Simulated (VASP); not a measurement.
# Al11Ga5As16 (P1) in VASP: single point with PBEsol

Aim: the single point of Al11Ga5As16 with PBEsol.

Everything below comes from runs of VASP 6.6.1. Logs are shortened: lines on timing, memory, paths and dates and some standing lists are left out, and cuts for length are marked.

## Step 1: The cell of the first run

The typed cell holds 128 atoms: a = 16.039 Å, b = 16.039 Å, c = 16.039 Å, α = 60.00°, β = 60.00°, γ = 60.00°.

## Step 2: Single point, PBEsol

INCAR reads:

```
SYSTEM = Al11Ga5As16
  PREC = Accurate
  ENCUT = 500
  EDIFF = 1E-6
  ISMEAR = -1
  SIGMA = 0.05
  LREAL = Auto
  LASPH = .TRUE.
  NELM = 120
  ALGO = Normal
  ISIF = 2
  LWAVE = .FALSE.
  LCHARG = .FALSE.
  GGA = PS
  NBANDS = 426
  GGA_COMPAT = .FALSE.
  ISYM = -1
  KPAR = 1
```

KPOINTS reads:

```
explicit points
1
Reciprocal
  0.50000000   0.50000000   0.50000000 1
```

POSCAR reads:

```
Al11Ga5As16
1.0
    0.0000000000     11.3414595799     11.3414595799
   11.3414595799      0.0000000000     11.3414595799
   11.3414595799     11.3414595799      0.0000000000
Al Ga As
44 20 64
Direct
    0.0002360000      0.9994650000      0.0000170000
    0.5003390000      0.0001130000      0.9994730000
    0.0005320000      0.4996160000      0.9995830000
    0.9998090000      0.9998690000      0.5000200000
    0.2497050000      0.2502510000      0.2494980000
    0.4998820000      0.9999350000      0.4994490000
[... 120 lines left out ...]
    0.0621540000      0.8123810000      0.8125140000
    0.5621970000      0.8127280000      0.8125730000
```

Potentials or basis: VASP PAW PBE potentials, release 64 (Al, Ga_d, As).

The run is started by

```sh
$ cat potpaw_PBE.64/Al/POTCAR potpaw_PBE.64/Ga_d/POTCAR potpaw_PBE.64/As/POTCAR > POTCAR
$ mpirun -np 4 vasp_std > vasp.out
```

OUTCAR:

```text
SYSTEM = Al11Ga5As16
   PREC = Accurate
   ENCUT = 500
   EDIFF = 1E-6
   ISMEAR = -1
   LREAL = Auto
   LASPH = .TRUE.
   NELM = 120
   ISIF = 2
   GGA = PS
   ISYM = -1

 ion  position               nearest neighbor table
   1  0.000  0.999  0.000- 101 2.45 114 2.46  65 2.46  87 2.46
   2  0.500  0.000  0.999-  91 2.45  66 2.46 113 2.46 104 2.46
   3  0.001  0.500  1.000-  93 2.45  97 2.45  67 2.46 119 2.46
   4  1.000  1.000  0.500-  81 2.45 109 2.45 120 2.45  68 2.46
   5  0.250  0.250  0.249- 115 2.45  82 2.45  69 2.45  98 2.46
   6  0.500  1.000  0.499-  83 2.45 117 2.46 111 2.46  71 2.46
[... 120 lines left out ...]
 127  0.062  0.812  0.813-  14 2.45  29 2.45  20 2.45  43 2.46
 128  0.562  0.813  0.813-  15 2.45  31 2.45  23 2.46  44 2.46

IMPORTANT INFORMATION: All symmetrisations will be switched off!
NOSYMM: (Re-)initialisation of all symmetry stuff for point group C_1.

----------------------------------------------------------------------------------------

                                     Primitive cell

  volume of cell :    2917.6745

  direct lattice vectors                    reciprocal lattice vectors
     0.000000000 11.341459580 11.341459580    -0.044086036  0.044086036  0.044086036
    11.341459580  0.000000000 11.341459580     0.044086036 -0.044086036  0.044086036
    11.341459580 11.341459580  0.000000000     0.044086036  0.044086036 -0.044086036

  length of vectors
    16.039245955 16.039245955 16.039245955     0.076359255  0.076359255  0.076359255

  position of ions in fractional coordinates (direct lattice)
     0.000236000  0.999465000  0.000017000
     0.500339000  0.000113000  0.999473000
     0.000532000  0.499616000  0.999583000
     0.999809000  0.999869000  0.500020000
     0.249705000  0.250251000  0.249498000
     0.499882000  0.999935000  0.499449000
[... 120 lines left out ...]
     0.062154000  0.812381000  0.812514000
     0.562197000  0.812728000  0.812573000

  ion indices of the primitive-cell ions
   primitive index   ion index
                 1           1
                 2           2
                 3           3
                 4           4
                 5           5
                 6           6
[... 120 lines left out ...]
               127         127
               128         128

----------------------------------------------------------------------------------------

 KPOINTS: explicit points

Read explicit list of k-points.

 Found      1 k-points:
   k-points           NKPTS =      1   k-points in BZ     NKDIM =      1   number of bands    NBANDS=    428
   number of dos      NEDOS =    301   number of ions     NIONS =    128
   total plane-waves  NPLWV = ******
   dimension x,y,z NGX =   120 NGY =  120 NGZ =  120
   dimension x,y,z NGXF=   240 NGYF=  240 NGZF=  240
   ions per type =              44  20  64
   NGX,Y,Z   is equivalent  to a cutoff of  12.44, 12.44, 12.44 a.u.
   NGXF,Y,Z  is equivalent  to a cutoff of  24.88, 24.88, 24.88 a.u.
 SYSTEM =  Al11Ga5As16
   PREC   = accura    normal or accurate (medium, high low for compatibility)
   ISTART =      0    job   : 0-new  1-cont  2-samecut
   ICHARG =      2    charge: 1-file 2-atom 10-const
   ISPIN  =      1    spin polarized calculation?
   LNONCOLLINEAR =      F non collinear calculations
   LSORBIT =      F    spin-orbit coupling
   LASPH  =      T    aspherical Exc in radial PAW
   ENCUT  =  500.0 eV  36.75 Ry    6.06 a.u.  29.24 29.24 29.24*2*pi/ulx,y,z
   NELM   =    120;   NELMIN=  2; NELMDL= -5     # of ELM steps
   EDIFF  = 0.1E-05   stopping-criterion for ELM
   LREAL  =      T    real-space projection
   EDIFFG = 0.1E-04   stopping-criterion for IOM
   NSW    =      0    number of steps for IOM
   IBRION =     -1    ionic relax: 0-MD 1-quasi-New 2-CG
   NFREE  =      0    steps in history (QN), initial steepest desc. (CG)
   ISIF   =      2    stress and relaxation
   ISYM   =     -1    0-nonsym 1-usesym 2-fastsym
   POTIM  = 0.5000    time-step for ionic-motion
   TEBEG  =    0.0;   TEEND  =   0.0 temperature during run
   PSTRESS=    0.0 pullay stress
   NELECT =     712.0000    total number of electrons
   NUPDOWN=      -1.0000    fix difference up-down
   EMIN   =  10.00;   EMAX   =-10.00  energy-range for DOS
   EFERMI =   0.00;   METHOD = LEGACY
   ISMEAR =    -1;   SIGMA  =   0.05  broadening in eV -4-tet -1-fermi 0-gaus
   EFERMI_NEDOS =   21; number of points for ismear=-14 and -15
   IALGO  =     38    algorithm
   IMIX   =      4    mixing-type and parameters
     AMIX     =   0.40;   BMIX     =  1.00
     AMIX_MAG =   1.60;   BMIX_MAG =  1.00
  volume/ion in A,a.u.               =      22.79       153.82
  Fermi-wavevector in a.u.,A,eV,Ry     =   1.023032  1.933250 14.239782  1.046594
  Thomas-Fermi vector in A             =   2.156744
   LORBIT       =      0    0 simple, 1 ext, 2 COOP (PROOUT), +10 PAW based schemes
   GGA     = PS    functional components
   LHFCALC =     F    Hartree Fock is set to
   AEXX    =    0.0000 exact exchange contribution
   IVDW    =     0    specifies the selected vdW correction
   LEPSILON=     F    determine dielectric tensor
   LRPA    =     F    only Hartree local field effects (RPA)
 non-spin polarized calculation
  energy-cutoff  :      500.00
  volume of cell :     2917.67
 maximum number of plane-waves:     74016
 NGX is ok and might be reduce to   120
   NGX = 59   NGY = 59   NGZ = 59

 number of electron     711.9999841 magnetization

 Free energy of the ion-electron system (eV)
  ---------------------------------------------------
  ext. energy  EPLUGINS =         0.00000000
  ---------------------------------------------------
  free energy    TOTEN  =      -624.29409411 eV

  energy without entropy =     -624.29409393  energy(sigma->0) =     -624.29409402

 E-fermi :   4.4813     XC(G=0):  -9.3496

 val. band max:        3.5787971391   @ k =   0.5000   0.5000   0.5000
 cond. band min:       5.3611625642   @ k =   0.5000   0.5000   0.5000
 fundamental gap:      1.7823654252
 Fermi energy:         4.4813039495

 k-point     1 :       0.5000    0.5000    0.5000
  band No.  band energies     occupation
      1     -10.8199      2.00000
      2     -10.8010      2.00000
      3     -10.7970      2.00000
      4     -10.7921      2.00000
      5     -10.7888      2.00000
      6     -10.7874      2.00000
[... 360 lines left out ...]
    367       5.9400      0.00000
    368       5.9823      0.00000
 [bands above 368 left out]

------------------------ aborting loop because EDIFF is reached ----------------------------------------

  FORCE on cell =-STRESS in cart. coord.  units (eV):
  Direction    XX          YY          ZZ          XY          YZ          ZX
  --------------------------------------------------------------------------------------
  -------------------------------------------------------------------------------------
  Total        3.6867989      3.6516703      3.6100911    -12.5008320    -12.4873893    -12.4455210
  in kB        2.0245252      2.0052351      1.9824028     -6.8645592     -6.8571775     -6.8341864
  external PRESSURE =       2.0040544 kB  Pullay stress =       0.0000000 kB

 VOLUME and BASIS-vectors are now :
 -----------------------------------------------------------------------------
  energy-cutoff  :      500.00
  volume of cell :     2917.67
      direct lattice vectors                 reciprocal lattice vectors
     0.000000000 11.341459580 11.341459580    -0.044086036  0.044086036  0.044086036
    11.341459580  0.000000000 11.341459580     0.044086036 -0.044086036  0.044086036
    11.341459580 11.341459580  0.000000000     0.044086036  0.044086036 -0.044086036

 POSITION                                       TOTAL-FORCE (eV/Angst)
 -----------------------------------------------------------------------------------
     11.33558      0.00287     11.33807         0.002962     -0.007479      0.004111
     11.33676     17.01006      5.67586         0.001490     -0.000909     -0.001208
     17.00310     11.34276      5.67241         0.005677     -0.000812     -0.002650
     17.01093     17.01025     22.67927        -0.001447     -0.000710      0.004326
      5.66788      5.66169      5.67023        -0.001945      0.009394      0.004985
     17.00520     11.33387     17.01011         0.004571      0.004242      0.005727
[... 120 lines left out ...]
     18.42868      9.92001      9.91850        -0.003180     -0.003666     -0.006823
     18.43329     15.59190     15.59366         0.003028     -0.003519      0.002021
 -----------------------------------------------------------------------------------
    total drift:                                0.079894      0.064264      0.009682

  FREE ENERGIE OF THE ION-ELECTRON SYSTEM (eV)
  ---------------------------------------------------
  free  energy   TOTEN  =      -624.2940941073 eV

  energy  without entropy=     -624.2940939311  energy(sigma->0) =     -624.29409402
```

Run time: 25 min. Hardware: 4 MPI ranks of Intel Xeon Platinum 8375C at 2.90GHz (Ice Lake), shared host; peak memory 1.1 GiB.

Results:

```
Free energy            : -624.2941 eV
Pressure               : 0.2 GPa
Largest force          : 0.018 eV/Å
Band gap on the k mesh : 1.78 eV
```

Forces in eV/Å, atoms in the order of the input:
```
Al   0.003 -0.007  0.004
Al   0.001 -0.001 -0.001
Al   0.006 -0.001 -0.003
Al  -0.001 -0.001  0.004
Al  -0.002  0.009  0.005
Al   0.005  0.004  0.006
Al   0.002 -0.003 -0.003
Al   0.002  0.001  0.004
Al  -0.001 -0.004  0.004
Al  -0.001  0.000  0.001
Al   0.001 -0.006 -0.008
Al   0.000 -0.004 -0.005
Al   0.001  0.001  0.005
Al   0.000  0.011  0.003
Al   0.001 -0.002  0.010
Al   0.004  0.013  0.008
Al   0.001 -0.001  0.000
Al  -0.001  0.000  0.004
Al  -0.003  0.003  0.001
Al  -0.006  0.003  0.007
Al  -0.002  0.003  0.005
Al   0.001 -0.002 -0.002
Al   0.001  0.005 -0.003
Al   0.004 -0.004 -0.001
Al   0.003  0.005  0.005
Al  -0.006  0.004  0.000
Al   0.010 -0.001 -0.002
Al   0.006  0.004  0.011
Al  -0.001  0.001  0.003
Al   0.001 -0.002  0.004
Al   0.005 -0.006 -0.006
Al   0.003  0.006 -0.008
Al  -0.005 -0.014 -0.001
Al  -0.004 -0.001  0.007
Al  -0.002 -0.007  0.002
Al   0.004  0.000  0.004
Al  -0.005 -0.005 -0.002
Al   0.001  0.004  0.001
Al   0.012  0.007  0.002
Al  -0.005  0.002  0.005
Al   0.002 -0.005  0.006
Al  -0.005 -0.007  0.006
Al  -0.003  0.009  0.004
Al  -0.006 -0.005  0.009
Ga  -0.003 -0.003 -0.001
Ga   0.000  0.001 -0.001
Ga  -0.008  0.003  0.004
Ga  -0.002  0.001  0.000
Ga   0.006 -0.006 -0.004
Ga   0.004 -0.003  0.000
Ga   0.002  0.005 -0.003
Ga  -0.003 -0.003  0.001
Ga   0.005  0.001 -0.001
Ga   0.004  0.003 -0.007
Ga  -0.003 -0.005  0.001
Ga   0.000  0.001  0.014
Ga   0.004 -0.003  0.009
Ga   0.004  0.004 -0.005
Ga  -0.001  0.001 -0.001
Ga   0.000  0.002  0.005
Ga  -0.008  0.000  0.005
Ga   0.003  0.006 -0.001
Ga   0.000  0.003  0.000
Ga   0.002 -0.001  0.004
As   0.012  0.006  0.000
As  -0.002 -0.003  0.014
As   0.001 -0.002  0.002
As   0.000  0.001 -0.001
As   0.001 -0.017  0.000
As  -0.007  0.012  0.000
As  -0.003  0.000  0.006
As   0.006  0.003  0.000
As  -0.008  0.004  0.002
As   0.001  0.003 -0.002
As  -0.005  0.002  0.004
As   0.012  0.005 -0.003
As   0.005  0.002 -0.007
As   0.001 -0.005  0.009
As   0.010 -0.003 -0.005
As   0.006  0.006 -0.011
As  -0.005 -0.001 -0.003
As  -0.001 -0.004  0.002
As   0.002 -0.005 -0.004
As   0.010 -0.004  0.003
As  -0.013  0.006 -0.001
As   0.000  0.003 -0.003
As  -0.003 -0.002 -0.001
As  -0.004  0.001  0.003
As  -0.001  0.006  0.001
As   0.000 -0.006  0.002
As   0.007 -0.006  0.002
As  -0.004  0.000 -0.013
As  -0.011  0.003  0.004
As  -0.005  0.009  0.002
As   0.003  0.007 -0.017
As   0.010 -0.013 -0.003
As   0.002 -0.006 -0.003
As   0.004 -0.002  0.000
As  -0.007 -0.007 -0.001
As  -0.015 -0.003  0.003
As  -0.018  0.002  0.002
As   0.005 -0.001 -0.003
As   0.006  0.007 -0.010
As  -0.007  0.007  0.004
As  -0.002 -0.009 -0.001
As  -0.009  0.007  0.003
As   0.002  0.003  0.001
As   0.012  0.007 -0.009
As   0.006 -0.007 -0.005
As  -0.005 -0.001 -0.002
As  -0.007  0.003 -0.003
As   0.000  0.000 -0.010
As  -0.001 -0.002  0.002
As  -0.005 -0.002 -0.006
As   0.003 -0.005 -0.007
As  -0.005 -0.008  0.001
As   0.005  0.009 -0.012
As   0.003  0.006 -0.006
As  -0.003 -0.013  0.004
As  -0.003  0.002 -0.011
As   0.000 -0.004 -0.004
As  -0.003 -0.002 -0.005
As  -0.002  0.003 -0.008
As  -0.001  0.001 -0.005
As  -0.002 -0.004  0.000
As   0.008  0.008 -0.002
As  -0.003 -0.004 -0.007
As   0.003 -0.004  0.002
```

Caveat: the PAW data sets were made with another functional, which shifts forces and pressure a little; a shifted mesh leaves out Γ, where band edges can lie. A k mesh can miss the band edges.
